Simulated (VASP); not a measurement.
A run of VASP 6.6.1:

The input INCAR:

```
SYSTEM = BiTe
ALGO     = Normal         ! electronic algorithm
EDIFF    = 1E-6           ! SCF threshold, eV
EDIFFG   = -0.01          ! ionic threshold
ENCUT    = 600            ! plane-wave cutoff, eV
GGA      = PS             ! functional
IBRION   = 2              ! ionic algorithm
ISIF     = 3              ! what is computed and relaxed
ISMEAR   = -1             ! smearing method
LASPH    = .TRUE.         ! aspherical terms in the spheres
LCHARG   = .FALSE.        ! write CHGCAR
LREAL    = .FALSE.        ! projectors in reciprocal space
LWAVE    = .FALSE.        ! write WAVECAR
NELM     = 60             ! most SCF steps
NSW      = 60             ! ionic steps
PREC     = Accurate       ! precision mode
PSTRESS  = 50.0         
SIGMA    = 0.05           ! smearing width, eV
```

File KPOINTS:

```
k-points
0
G
  7 7 7
  0 0 0
```

Contents of POSCAR:

```
BiTe
1.0
    2.4227077728      1.3987509848      3.3172919545
   -2.4227077728      1.3987509848      3.3172919545
    0.0000000000     -2.7975019696      3.3172919545
Bi Te
1 1
Direct
    0.5000000000      0.5000000000      0.5000000000
    0.0000000000      0.0000000000      0.0000000000
```

Potentials or basis: VASP PAW PBE potentials, release 64 (Bi_d, Te).

The run is started by

```bash
$ cat potpaw_PBE.64/Bi_d/POTCAR potpaw_PBE.64/Te/POTCAR > POTCAR
$ mpirun -np 1 vasp_std > vasp.out
```

Hardware: 1 thread of Intel(R) Xeon(R) Platinum 8259CL CPU @ 2.50GHz (Skylake/Cascade Lake), with other jobs on the host.

Task: How long does it take, and how much memory?

Result: Run time: 4.1 min on 1 thread of Intel(R) Xeon(R) Platinum 8259CL CPU @ 2.50GHz (Skylake/Cascade Lake) (shared host), peak memory 0.24 GiB. Counts: scf iterations 93, k points 44, ion steps 13.
